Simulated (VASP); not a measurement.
# AlN (rocksalt type) (Fm-3m) in VASP: further runs

The runs below take AlN (rocksalt type) through single point, with PBE.

Program: VASP 6.6.1. These are calculated values, not measurements. Logs are shortened: lines on timing, memory, paths and dates and some standing lists are left out, and cuts for length are marked.

### Step 1. The cell of the first run

The structure is cubic, space group Fm-3m (No. 225). Conventional cell: a = 3.871 Å, b = 3.871 Å, c = 3.871 Å, α = 90.00°, β = 90.00°, γ = 90.00°. Within 2.6 Å of Al (site symmetry m-3m) lie 6 N at 1.94 Å. Within 2.6 Å of N (site symmetry m-3m) lie 6 Al at 1.94 Å.

### Step 2. Single point, PBE (volume scaled by 0.86, to set the pressure)

INCAR

```
  ALGO = Normal
  EDIFF = 1E-7
  ENCUT = 520
  GGA = PE
  ISIF = 2
  ISMEAR = -1
  LASPH = True
  LCHARG = False
  LREAL = False
  LWAVE = False
  NBANDS = 11
  NELM = 100
  PREC = Accurate
  SIGMA = 0.1
```

KPOINTS

```
k-points
0
Gamma
  16 16 16
```

POSCAR

```
AlN
1.0
    0.0000000000      1.9354859774      1.9354859774
    1.9354859774      0.0000000000      1.9354859774
    1.9354859774      1.9354859774      0.0000000000
Al N
1 1
Direct
    0.0000000000      0.0000000000      0.0000000000
    0.5000000000      0.5000000000      0.5000000000
```

Potentials or basis: VASP PAW PBE potentials, release 64 (Al, N).

On the command line:

```console
$ cat potpaw_PBE.64/Al/POTCAR potpaw_PBE.64/N/POTCAR > POTCAR
$ mpirun -np 1 vasp_std > vasp.out
```

OUTCAR:

```text
EDIFF = 1E-7
   ENCUT = 520
   GGA = PE
   ISIF = 2
   ISMEAR = -1
   LASPH = True
   LREAL = False
   NELM = 100
   PREC = Accurate

 ion  position               nearest neighbor table
   1  0.000  0.000  0.000-   2 1.94   2 1.94   2 1.94   2 1.94   2 1.94   2 1.94
   2  0.500  0.500  0.500-   1 1.94   1 1.94   1 1.94   1 1.94   1 1.94   1 1.94

  LATTYP: Found a face centered cubic cell.
 ALAT       =     3.8709719548

  Lattice vectors:

 A1 = (   0.0000000000,   1.9354859774,   1.9354859774)
 A2 = (   1.9354859774,   0.0000000000,   1.9354859774)
 A3 = (   1.9354859774,   1.9354859774,   0.0000000000)

Analysis of symmetry for initial positions (statically):
=====================================================================
 Subroutine PRICEL returns:
 Original cell was already a primitive cell.

 Routine SETGRP: Setting up the symmetry group for a
 face centered cubic supercell.

 Subroutine GETGRP returns: Found 48 space group operations
 (whereof 48 operations were pure point group operations)
 out of a pool of 48 trial point group operations.

The static configuration has the point symmetry O_h .

Analysis of symmetry for dynamics (positions and initial velocities):
=====================================================================
 Subroutine PRICEL returns:
 Original cell was already a primitive cell.

 Routine SETGRP: Setting up the symmetry group for a
 face centered cubic supercell.

 Subroutine GETGRP returns: Found 48 space group operations
 (whereof 48 operations were pure point group operations)
 out of a pool of 48 trial point group operations.

The dynamic configuration has the point symmetry O_h .

 Subroutine INISYM returns: Found 48 space group operations
 (whereof 48 operations are pure point group operations),
 and found     1 'primitive' translations

----------------------------------------------------------------------------------------

                                     Primitive cell

  volume of cell :      14.5011

  direct lattice vectors                    reciprocal lattice vectors
     0.000000000  1.935485977  1.935485977    -0.258333052  0.258333052  0.258333052
     1.935485977  0.000000000  1.935485977     0.258333052 -0.258333052  0.258333052
     1.935485977  1.935485977  0.000000000     0.258333052  0.258333052 -0.258333052

  length of vectors
     2.737190519  2.737190519  2.737190519     0.447445972  0.447445972  0.447445972

  position of ions in fractional coordinates (direct lattice)
     0.000000000  0.000000000  0.000000000
     0.500000000  0.500000000  0.500000000

  ion indices of the primitive-cell ions
   primitive index   ion index
                 1           1
                 2           2

----------------------------------------------------------------------------------------

 KPOINTS: k-points

Automatic generation of k-mesh.
 Grid dimensions read from file:
 generate k-points for:   16   16   16

 Generating k-lattice:

  Cartesian coordinates                     Fractional coordinates (reciprocal lattice)
    -0.016145816  0.016145816  0.016145816     0.062500000  0.000000000  0.000000000
     0.016145816 -0.016145816  0.016145816     0.000000000  0.062500000  0.000000000
     0.016145816  0.016145816 -0.016145816     0.000000000  0.000000000  0.062500000

  Length of vectors
     0.027965373  0.027965373  0.027965373

  Shift w.r.t. Gamma in fractional coordinates (k-lattice)
     0.000000000  0.000000000  0.000000000

 Subroutine IBZKPT returns following result:
 ===========================================

 Found    145 irreducible k-points:

 Following reciprocal coordinates:
            Coordinates               Weight
  0.000000  0.000000  0.000000      1.000000
  0.062500  0.000000  0.000000      8.000000
  0.125000  0.000000  0.000000      8.000000
  0.187500  0.000000  0.000000      8.000000
  0.250000  0.000000  0.000000      8.000000
  0.312500  0.000000  0.000000      8.000000
[... 16 lines left out ...]
 -0.125000  0.062500  0.000000     24.000000
 -0.062500  0.062500  0.000000     12.000000
 [... further k-points ...]
   k-points           NKPTS =    145   k-points in BZ     NKDIM =    145   number of bands    NBANDS=     11
   number of dos      NEDOS =    301   number of ions     NIONS =      2
   total plane-waves  NPLWV =   8000
   dimension x,y,z NGX =    20 NGY =   20 NGZ =   20
   dimension x,y,z NGXF=    40 NGYF=   40 NGZF=   40
   ions per type =               1   1
   NGX,Y,Z   is equivalent  to a cutoff of  12.15, 12.15, 12.15 a.u.
   NGXF,Y,Z  is equivalent  to a cutoff of  24.29, 24.29, 24.29 a.u.
 SYSTEM =  unknown system
   PREC   = accura    normal or accurate (medium, high low for compatibility)
   ISTART =      0    job   : 0-new  1-cont  2-samecut
   ICHARG =      2    charge: 1-file 2-atom 10-const
   ISPIN  =      1    spin polarized calculation?
   LNONCOLLINEAR =      F non collinear calculations
   LSORBIT =      F    spin-orbit coupling
   LASPH  =      T    aspherical Exc in radial PAW
   ENCUT  =  520.0 eV  38.22 Ry    6.18 a.u.   5.09  5.09  5.09*2*pi/ulx,y,z
   NELM   =    100;   NELMIN=  2; NELMDL= -5     # of ELM steps
   EDIFF  = 0.1E-06   stopping-criterion for ELM
   LREAL  =      F    real-space projection
   EDIFFG = 0.1E-05   stopping-criterion for IOM
   NSW    =      0    number of steps for IOM
   IBRION =     -1    ionic relax: 0-MD 1-quasi-New 2-CG
   NFREE  =      0    steps in history (QN), initial steepest desc. (CG)
   ISIF   =      2    stress and relaxation
   ISYM   =      2    0-nonsym 1-usesym 2-fastsym
   POTIM  = 0.5000    time-step for ionic-motion
   TEBEG  =    0.0;   TEEND  =   0.0 temperature during run
   PSTRESS=    0.0 pullay stress
   NELECT =       8.0000    total number of electrons
   NUPDOWN=      -1.0000    fix difference up-down
   EMIN   =  10.00;   EMAX   =-10.00  energy-range for DOS
   EFERMI =   0.00;   METHOD = LEGACY
   ISMEAR =    -1;   SIGMA  =   0.10  broadening in eV -4-tet -1-fermi 0-gaus
   EFERMI_NEDOS =   21; number of points for ismear=-14 and -15
   IALGO  =     38    algorithm
   IMIX   =      4    mixing-type and parameters
     AMIX     =   0.40;   BMIX     =  1.00
     AMIX_MAG =   1.60;   BMIX_MAG =  1.00
  volume/ion in A,a.u.               =       7.25        48.93
  Fermi-wavevector in a.u.,A,eV,Ry     =   1.342677  2.537291 24.528322  1.802781
  Thomas-Fermi vector in A             =   2.470812
   LORBIT       =      0    0 simple, 1 ext, 2 COOP (PROOUT), +10 PAW based schemes
   GGA     = PE    functional components
   LHFCALC =     F    Hartree Fock is set to
   AEXX    =    0.0000 exact exchange contribution
   IVDW    =     0    specifies the selected vdW correction
   LEPSILON=     F    determine dielectric tensor
   LRPA    =     F    only Hartree local field effects (RPA)
 non-spin polarized calculation
  energy-cutoff  :      520.00
  volume of cell :       14.50
 maximum number of plane-waves:       400
   NGX = 11   NGY = 11   NGZ = 11

 number of electron       7.9999997 magnetization

 Free energy of the ion-electron system (eV)
  ---------------------------------------------------
  ext. energy  EPLUGINS =         0.00000000
  ---------------------------------------------------
  free energy    TOTEN  =       -14.21592508 eV

  energy without entropy =      -14.21592508  energy(sigma->0) =      -14.21592508

 E-fermi :  13.6702     XC(G=0): -12.9116

 val. band max:       11.7547170106   @ k =   0.0000   0.0000   0.0000
 cond. band min:      16.8017652568   @ k =   0.5000   0.5000   0.0000
 fundamental gap:      5.0470482462
 Fermi energy:        13.6701883403

 k-point     1 :       0.0000    0.0000    0.0000
  band No.  band energies     occupation
      1      -7.0463      2.00000
      2      11.7547      2.00000
      3      11.7547      2.00000
      4      11.7547      2.00000
      5      19.4484      0.00000
      6      24.3333      0.00000
      7      24.3333      0.00000
      8      24.3333      0.00000
      9      29.8423      0.00000
     10      30.5229      0.00000
     11      30.5229      0.00000

 k-point     2 :       0.0625    0.0000    0.0000
  band No.  band energies     occupation
      1      -6.9553      2.00000
      2      11.3226      2.00000
      3      11.6922      2.00000
      4      11.6922      2.00000
      5      19.6946      0.00000
      6      23.8809      0.00000
      7      24.4876      0.00000
      8      24.4876      0.00000
      9      29.8678      0.00000
     10      29.8678      0.00000
     11      30.6859      0.00000

 k-point     3 :       0.1250    0.0000    0.0000
  band No.  band energies     occupation
      1      -6.6855      2.00000
      2      10.2078      2.00000
      3      11.5209      2.00000
      4      11.5209      2.00000
      5      20.1427      0.00000
      6      23.2475      0.00000
      7      24.8679      0.00000
      8      24.8679      0.00000
      9      28.9438      0.00000
     10      28.9438      0.00000
     11      31.8064      0.00000

 k-point     4 :       0.1875    0.0000    0.0000
  band No.  band energies     occupation
      1      -6.2454      2.00000
      2       8.7234      2.00000
      3      11.2805      2.00000
      4      11.2805      2.00000
      5      20.1786      0.00000
      6      23.3428      0.00000
      7      25.1666      0.00000
      8      25.1666      0.00000
      9      28.5507      0.00000
     10      28.5507      0.00000
     11      31.5284      0.00000
[... 239 lines left out ...]
 k-point    22 :      -0.1875    0.0625    0.0000
  band No.  band energies     occupation
      1      -5.9872      2.00000
      2       8.1724      2.00000
      3      10.7043      2.00000
      4      11.3212      2.00000
      5      20.3678      0.00000
      6      23.1199      0.00000
      7      25.2458      0.00000
      8      25.3108      0.00000
      9      27.5489      0.00000
     10      29.6278      0.00000
     11      31.9994      0.00000

 k-point    23 :      -0.1250    0.0625    0.0000
  band No.  band energies     occupation
      1      -6.4784      2.00000
      2       9.6525      2.00000
      3      11.0320      2.00000
      4      11.5449      2.00000
      5      20.4684      0.00000
      6      22.7689      0.00000
      7      25.0375      0.00000
      8      25.3229      0.00000
      9      27.7384      0.00000
     10      29.4138      0.00000
     11      32.3917      0.00000

 k-point    24 :      -0.0625    0.0625    0.0000
  band No.  band energies     occupation
      1      -6.8049      2.00000
      2      10.7872      2.00000
      3      11.3862      2.00000
      4      11.6797      2.00000
      5      20.0416      0.00000
      6      23.2712      0.00000
      7      24.6407      0.00000
      8      24.9216      0.00000
      9      28.6798      0.00000
     10      29.8127      0.00000
     11      31.7239      0.00000

 [... further k-points ...]
[... 5 lines left out ...]
  --------------------------------------------------------------------------------------
  -------------------------------------------------------------------------------------
  Total        4.6003402      4.6003402      4.6003402      0.0000000      0.0000000      0.0000000
  in kB      508.2769868    508.2769868    508.2769868      0.0000000      0.0000000      0.0000000
  external PRESSURE =     508.2769868 kB  Pullay stress =       0.0000000 kB

 VOLUME and BASIS-vectors are now :
 -----------------------------------------------------------------------------
  energy-cutoff  :      520.00
  volume of cell :       14.50
      direct lattice vectors                 reciprocal lattice vectors
     0.000000000  1.935485977  1.935485977    -0.258333052  0.258333052  0.258333052
     1.935485977  0.000000000  1.935485977     0.258333052 -0.258333052  0.258333052
     1.935485977  1.935485977  0.000000000     0.258333052  0.258333052 -0.258333052

 POSITION                                       TOTAL-FORCE (eV/Angst)
 -----------------------------------------------------------------------------------
      0.00000      0.00000      0.00000         0.000000      0.000000      0.000000
      1.93549      1.93549      1.93549        -0.000000     -0.000000     -0.000000
 -----------------------------------------------------------------------------------
    total drift:                                0.000000      0.000000      0.000000

  FREE ENERGIE OF THE ION-ELECTRON SYSTEM (eV)
  ---------------------------------------------------
  free  energy   TOTEN  =       -14.2159250830 eV

  energy  without entropy=      -14.2159250829  energy(sigma->0) =      -14.21592508
```

It took 27 s on 1 thread of Intel Xeon 8259CL, shared host; peak memory 0.13 GiB.

What came out:

```yaml
Free_energy: -14.2159 eV
Pressure: 50.8 GPa
Band_gap_on_the_k_mesh: 5.05 eV, indirect (least direct gap 7.69 eV)
```

Caveat: the cell differs from its parent crystal (volume scaled by 0.86, to set the pressure).

### Step 3. Single point, PBE

INCAR

```
SYSTEM = AlN
PREC = Accurate
ENCUT = 520
EDIFF = 1E-6
ISMEAR = -1
SIGMA = 0.1
LREAL = .FALSE.
LASPH = .TRUE.
NELM = 80
ALGO = Normal
ISIF = 2
LWAVE = .FALSE.
LCHARG = .FALSE.
GGA = PE
NBANDS = 11
```

KPOINTS

```
regular mesh
0
G
  16 16 16
  0 0 0
```

POSCAR

```
AlN
1.0
    0.0000000000      1.9356856298      1.9356856298
    1.9356856298      0.0000000000      1.9356856298
    1.9356856298      1.9356856298      0.0000000000
Al N
1 1
Direct
    0.0000000000      0.0000000000      0.0000000000
    0.5000000000      0.5000000000      0.5000000000
```

Potentials or basis: VASP PAW PBE potentials, release 64 (Al, N).

On the command line:

```console
$ cat potpaw_PBE.64/Al/POTCAR potpaw_PBE.64/N/POTCAR > POTCAR
$ mpirun -np 1 vasp_std > vasp.out
```

Run time: 25 s. Hardware: 1 thread of Intel Xeon 8259CL, shared host; peak memory 0.14 GiB.

The run converged. Its results:

| Property | Result |
| --- | --- |
| Free energy | -14.2173 eV |
| Pressure | 50.7 GPa |
| Band gap on the k mesh | 5.05 eV, indirect (least direct gap 7.69 eV) |

Levels at points of the mesh, in eV from the valence-band top:
| k point | band 1 | band 2 | band 3 | band 4 | band 5 | band 6 | band 7 | band 8 |
| --- | --- | --- | --- | --- | --- | --- | --- | --- |
| (0.00, 0.00, 0.00) | -18.80 | 0.00 | 0.00 | 0.00 | 7.69 | 12.58 | 12.58 | 12.58 |
| (0.50, 0.00, 0.00) | -14.99 | -9.18 | -1.34 | -1.34 | 6.99 | 12.10 | 12.10 | 15.25 |
| (0.50, 0.50, 0.00) | -13.82 | -8.30 | -3.15 | -3.15 | 5.05 | 5.94 | 15.72 | 19.41 |

A k mesh can miss the band edges.

### Step 4. Single point, PBE

INCAR

```
SYSTEM = AlN
PREC = Accurate
ENCUT = 520
EDIFF = 1E-7
ISMEAR = -1
SIGMA = 0.1
LREAL = .FALSE.
LASPH = .TRUE.
NELM = 100
ALGO = Normal
ISIF = 2
LWAVE = .FALSE.
LCHARG = .TRUE.
GGA = PE
LELF = .TRUE.
LVHAR = .TRUE.
NBANDS = 11
```

KPOINTS is that of step 3.

POSCAR

```
AlN
1.0
    0.0000000000      1.9355356531      1.9355356531
    1.9355356531      0.0000000000      1.9355356531
    1.9355356531      1.9355356531      0.0000000000
Al N
1 1
Direct
    0.0000000000      0.0000000000      0.0000000000
    0.5000000000      0.5000000000      0.5000000000
```

On the command line:

```console
$ cat potpaw_PBE.64/Al/POTCAR potpaw_PBE.64/N/POTCAR > POTCAR
$ mpirun -np 1 vasp_std > vasp.out
```

Wall time 30 s (1 thread of Intel Xeon 8259CL, shared host); peak memory 0.13 GiB.

It converged, with:

```
Free energy            : -14.2163 eV
Pressure               : 50.8 GPa
Band gap on the k mesh : 5.05 eV, indirect (least direct gap 7.69 eV)
```

Levels at points of the mesh, in eV from the valence-band top:
| k point | band 2 | band 3 | band 4 | band 5 | band 6 | band 7 |
| --- | --- | --- | --- | --- | --- | --- |
| (0.00, 0.00, 0.00) | 0.00 | 0.00 | 0.00 | 7.69 | 12.58 | 12.58 |
| (0.50, 0.00, 0.00) | -9.19 | -1.34 | -1.34 | 6.99 | 12.10 | 12.10 |
| (0.50, 0.50, 0.00) | -8.30 | -3.15 | -3.15 | 5.05 | 5.94 | 15.72 |

(Part 1 of 2 ends here.)
